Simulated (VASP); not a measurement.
Input of a VASP 6.6.1 run:

Contents of INCAR:

```
PREC = Accurate
ENCUT = 520
EDIFF = 1E-7
ISMEAR = -1
SIGMA = 0.05
LREAL = False
LASPH = True
NELM = 80
ALGO = Normal
ISIF = 2
LWAVE = False
LCHARG = False
GGA = PS
NBANDS = 15
```

File KPOINTS:

```
Automatic mesh
0
Gamma
  8 8 8
```

The input POSCAR:

```
CaO
1.0
    0.0000000000      2.4035556960      2.4035556960
    2.4035556960      0.0000000000      2.4035556960
    2.4035556960      2.4035556960      0.0000000000
Ca O
1 1
Direct
    0.0000000000      0.0000000000      0.0000000000
    0.5000000000      0.5000000000      0.5000000000
```

Potentials or basis: VASP PAW PBE potentials, release 64 (Ca_sv, O).

Run with:

```sh
$ cat potpaw_PBE.64/Ca_sv/POTCAR potpaw_PBE.64/O/POTCAR > POTCAR
$ mpirun -np 1 vasp_std > vasp.out
```

Task: What does it give for the band gap on the k mesh?

Result: 3.53 eV, indirect (least direct gap 3.91 eV).

Task: What does it give for the pressure?

Result: -2.2 GPa.

Caveat: the PAW data sets were made with another functional, which shifts forces and pressure a little. Expect the measured gap to be larger: semilocal functionals such as PBEsol lack the derivative discontinuity.
